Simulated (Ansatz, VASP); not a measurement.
**One calculation of GaP, two programs**

Contents of POSCAR:

```
GaP
1.0
    0.0000000000      2.9432700000      2.7252500000
    2.9432700000      0.0000000000      2.7252500000
    2.9432700000      2.9432700000      0.0000000000
Ga P
1 1
Direct
    0.0000000000      0.0000000000      0.0000000000
    0.7500000000      0.7500000000      0.7500000000
```

File INCAR.step1:

```
PREC = Accurate ; ENCUT = 520
ISMEAR = 0 ; SIGMA = 0.05
LREAL = False ; LASPH = True
NELM = 60 ; NBANDS = 16
GGA = PE ; ALGO = Normal
EDIFF = 1E-4 ; LWAVE = True
LCHARG = False
```

File INCAR.step2:

```
PREC = Accurate ; ENCUT = 520
EDIFF = 1E-6 ; ISMEAR = 0
SIGMA = 0.05 ; LREAL = False
LASPH = True ; NELM = 60
ALGO = Normal ; ISIF = 2
LWAVE = False ; LCHARG = False
METAGGA = R2SCAN ; LMIXTAU = True
NBANDS = 16 ; ISTART = 1
```

Contents of KPOINTS:

```
Automatic mesh
0
Gamma
  8 8 8
```

Input for Ansatz:

```yaml
crystal:
  lattice:
    - [0.0, 2.94327, 2.72525]
    - [2.94327, 0.0, 2.72525]
    - [2.94327, 2.94327, 0.0]
  atoms:
    - { symbol: Ga, position: [0.0, 0.0, 0.0] }
    - { symbol: P, position: [0.75, 0.75, 0.75] }
basis:
  ecutwfc: 500
kpoints:
  mp_grid: { grid: [8, 8, 8] }
hamiltonian:
  xc: r2scan
scf:
  occupations: { method: gaussian, width: 0.05 }
output:
  forces: true
  stress: true
  eigenvalues: true
```

Change from the starting cell: strain +0.080 along x and y, +0.000 along z, atoms carried along.

Alike in both runs: task single point; functional r2SCAN; k mesh 8 × 8 × 8; occupations gaussian, width 0.05 eV; no spin polarisation.

|  | VASP | Ansatz |
| --- | --- | --- |
| version | VASP 6.6.1 | Ansatz 0.2.0 |
| potentials or method | VASP PAW PBE potentials, release 64 (Ga_d, P), cutoff 520 eV | scalar-relativistic, plane waves, PAW |
| valence electrons in the cell | 18 | 18 |

Ansatz gave:

```
gap on the k mesh at the Fermi level (eV)                     : 0.77
least direct gap on the mesh (eV)                             : 0.77
pressure (GPa)                                                : -9.6
traceless stress, the component that is largest in VASP (GPa) : 3.44
```

**Question.** Which values does VASP return?

**Answer.** gap on the k mesh at the Fermi level (eV): 0.76; least direct gap on the mesh (eV): 0.76; pressure (GPa): -9.6; traceless stress, the component that is largest in VASP (GPa): 3.45.

VASP's potentials were made for PBE, not for r2SCAN. The functional is the same, so the differences come from potentials, cutoffs and numerics.
